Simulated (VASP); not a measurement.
Hf2O, 3 atoms in the cell. It takes space group Immm (No. 71, orthorhombic). The conventional cell has a = 3.543 Å, b = 4.445 Å, c = 5.932 Å, α = 90.00°, β = 90.00°, γ = 90.00°. Within 2.1 Å of Hf (site symmetry mm2) lie 1 O at 1.55 Å. Within 2.1 Å of O (site symmetry mmm) lie 2 Hf at 1.55 Å. The cell was built from a structure type or drawn by symmetry, and may not be a known phase.

```yaml
Program: VASP 6.6.1
Task: relaxation of cell and atoms
Functional: PBE
Potentials_or_basis: VASP PAW PBE potentials, release 64 (Hf_pv, O)
Cutoff: 600 eV
k_mesh: 7 × 7 × 7
Occupations: gaussian, width 0.2 eV
Spin: no spin polarisation
Dipole_correction: no
Further_INCAR_settings: ALGO = Normal; EDIFF = 1e-06; IBRION = 2; EDIFFG = -0.08; NSW = 36; ISIF = 3
```

Potentials or basis: VASP PAW PBE potentials, release 64 (Hf_pv, O).

Command:

```sh
$ cat potpaw_PBE.64/Hf_pv/POTCAR potpaw_PBE.64/O/POTCAR > POTCAR
$ mpirun -np 1 vasp_std > vasp.out
```

Hardware: 1 thread of Intel(R) Xeon(R) Platinum 8559C (Emerald Rapids), with other jobs on the host.

How long does it take, and how much memory?

It took 11 min on 1 thread of Intel(R) Xeon(R) Platinum 8559C (Emerald Rapids), on a shared host, peak memory 0.25 GiB. Counts: scf iterations 252, k points 64, ion steps 28.
